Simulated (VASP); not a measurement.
AlN (rocksalt type), 2 atoms in the cell. It takes space group Fm-3m (No. 225, cubic). Conventional cell: a = 3.929 Å, b = 3.929 Å, c = 3.929 Å, α = 90.00°, β = 90.00°, γ = 90.00°. Al (site symmetry m-3m) has 6 N at 1.96 Å within 2.6 Å. Within 2.6 Å of N (site symmetry m-3m) lie 6 Al at 1.96 Å.  This cell differs from its parent crystal: volume scaled by 0.94.

* Program: VASP 6.6.1
* Task: single point
* Functional: LDA
* Potentials or basis: VASP PAW LDA potentials, release 64 (Al, N)
* Cutoff: 520 eV
* k mesh: 15 × 15 × 15
* Occupations: fermi-dirac, width 0.1 eV
* Spin: no spin polarisation
* Dipole correction: no
* Further INCAR settings: ALGO = Normal; EDIFF = 1e-06; NBANDS = 11

Potentials or basis: VASP PAW LDA potentials, release 64 (Al, N).

Run with:

```console
$ cat potpaw_LDA.64/Al/POTCAR potpaw_LDA.64/N/POTCAR > POTCAR
$ mpirun -np 1 vasp_std > vasp.out
```

Hardware: 1 thread of AMD EPYC 7R43 64-Core Processor (Zen 3), with other jobs on the host.

Estimate the wall time of this run.

Run time: 29 s on 1 thread of AMD EPYC 7R43 64-Core Processor (Zen 3), on a shared host, peak memory 0.1 GiB. Counts: scf iterations 11, k points 120.
